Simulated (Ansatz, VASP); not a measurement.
## ZrN in VASP and in Ansatz

INCAR

```
ALGO = Normal
EDIFF = 1E-7
EDIFFG = -0.002
ENCUT = 600
GGA = PE
GGA_COMPAT = F
IBRION = 2
ISIF = 3
ISMEAR = 0
LASPH = T
LCHARG = F
LREAL = F
LWAVE = F
NELM = 120
NELMIN = 4
NSW = 100
PREC = Accurate
SIGMA = 0.1
```

The input KPOINTS:

```
k-points
0
Gamma
  16 16 16
```

POSCAR

```
ZrN
1.0
    0.0000000000      2.2942655900      2.2942655900
    2.2942655900      0.0000000000      2.2942655900
    2.2942655900      2.2942655900      0.0000000000
Zr N
1 1
Direct
    0.5000000000      0.5000000000      0.5000000000
    0.0000000000      0.0000000000      0.0000000000
```

Input for Ansatz:

```yaml
crystal:
  lattice:
    - [0.0, 2.29426559, 2.29426559]
    - [2.29426559, 0.0, 2.29426559]
    - [2.29426559, 2.29426559, 0.0]
  atoms:
    - { symbol: Zr, position: [0.5, 0.5, 0.5] }
    - { symbol: "N", position: [0.0, 0.0, 0.0] }
basis:
  ecutwfc: 420
kpoints:
  mp_grid: { grid: [16, 16, 16] }
hamiltonian:
  xc: pbe
  pseudopotentials: { kind: paw, azcp: { folder: soft_1 } }
scf:
  occupations: { method: gaussian, width: 0.1 }
output:
  forces: true
  stress: true
  eigenvalues: true
  write_density: true
  write_potential: true
  elf: true
  volumetric_format: npy
relax:
  adjacent_minimum: "off"
  f_tol: 0.002
  max_steps: 80
  cell: { stress_tol: 0.02 }
```

Alike in both runs: task relaxation of cell and atoms; functional PBE; k mesh 16 × 16 × 16; occupations gaussian, width 0.1 eV; no spin polarisation.

```csv
,VASP,Ansatz
version,VASP 6.6.1,Ansatz 0.2.0
potentials or method,"VASP PAW PBE potentials, release 64 (Zr_sv, N), cutoff 600 eV","scalar-relativistic, plane waves, PAW"
valence electrons in the cell,17,17
```

VASP gave:

| Item | Value |
| --- | --- |
| gap on the k mesh at the Fermi level, each at its own relaxed structure (eV) | none |
| relaxed volume (Å³/atom) | 12.13 |
| relaxed cell length with the largest relative difference (Å) | 3.250 |

Q: What did Ansatz give for the same quantities?

A: gap on the k mesh at the Fermi level, each at its own relaxed structure (eV): none; relaxed volume (Å³/atom): 12.13; relaxed cell length with the largest relative difference (Å): 3.249.

A gap of «none» marks a metal or a gap that the smearing closes.
